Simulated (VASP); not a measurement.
Wanted: the native input for a VASP 6.6.1 run.

| Quantity | Value |
| --- | --- |
| Task | single point |
| Functional | PBE |
| Potentials or basis | VASP PAW PBE potentials, release 64 (Hf_pv, N) |
| Cutoff | 520 eV |
| k mesh | 16 × 16 × 16 |
| Occupations | gaussian, width 0.1 eV |
| Spin | no spin polarisation |
| Dipole correction | no |
| Further INCAR settings | ALGO = Normal; EDIFF = 1e-06; NBANDS = 14 |

The structure of HfN lies in POSCAR:

```
HfN
1.0
    0.0000000000      2.2738965879      2.2738965879
    2.2738965879      0.0000000000      2.2738965879
    2.2738965879      2.2738965879      0.0000000000
Hf N
1 1
Direct
    0.0000000000      0.0000000000      0.0000000000
    0.5000000000      0.5000000000      0.5000000000
```

One way to write it, as run:

INCAR

```
SYSTEM = HfN
  ALGO = Normal
  EDIFF = 1E-6
  ENCUT = 520
  GGA = PE
  ISIF = 2
  ISMEAR = 0
  LASPH = .TRUE.
  LCHARG = .FALSE.
  LREAL = .FALSE.
  LWAVE = .FALSE.
  NBANDS = 14
  NELM = 100
  PREC = Accurate
  SIGMA = 0.1
```

KPOINTS

```
k-points
0
G
  16 16 16
  0 0 0
```

Potentials or basis: VASP PAW PBE potentials, release 64 (Hf_pv, N).

Launch:

```console
$ cat potpaw_PBE.64/Hf_pv/POTCAR potpaw_PBE.64/N/POTCAR > POTCAR
$ mpirun -np 1 vasp_std > vasp.out
```

Results of the run:

* Pressure: -2.3 GPa

Run time: 22 s on 1 thread of Intel(R) Xeon(R) 6975P-C (Granite Rapids), with other jobs on the host, peak memory 0.17 GiB.
